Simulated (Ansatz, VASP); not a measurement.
LuB2O3 in VASP and in Ansatz

```
Lu B O
1.0
     4.55534    0.00000    0.00000
    -2.27767    3.94504    0.00000
     0.00000    0.00000    4.19383
Lu B O
1 2 3
Direct
  0.00000 0.00000 0.09721
  0.66667 0.33333 0.72460
  0.33333 0.66667 0.72460
  0.00000 0.50000 0.87453
  0.50000 0.00000 0.87453
  0.50000 0.50000 0.87453
```

Change from the starting cell: species swapped into the NaSn2Pd3 type (P6mm, No. 183).

Alike in both runs: functional PBE; k mesh 6 × 6 × 6; occupations gaussian, width 0.1 eV; no spin polarisation.

Ansatz relaxed the structure, and its values are those at the end. VASP's run is a single point on that final structure, the one shown.

|  | VASP | Ansatz |
| --- | --- | --- |
| version | VASP 6.6.1 | Ansatz 0.2.0 |
| potentials or method | VASP PAW PBE potentials, release 64 (Lu, B, O), cutoff 520 eV | scalar-relativistic, plane waves, PAW |
| valence electrons in the cell | 49 | 49 |

```tsv
	VASP	Ansatz	Ansatz less VASP
gap on the k mesh at the Fermi level (eV)	none	none	-
pressure (GPa)	0.5	0.1	-0.42
rms of the force components (eV/Å)	0.020	0.005	-0.0154
```

A gap of «none» marks a metal or a gap that the smearing closes.

Spin-orbit coupling is off throughout.
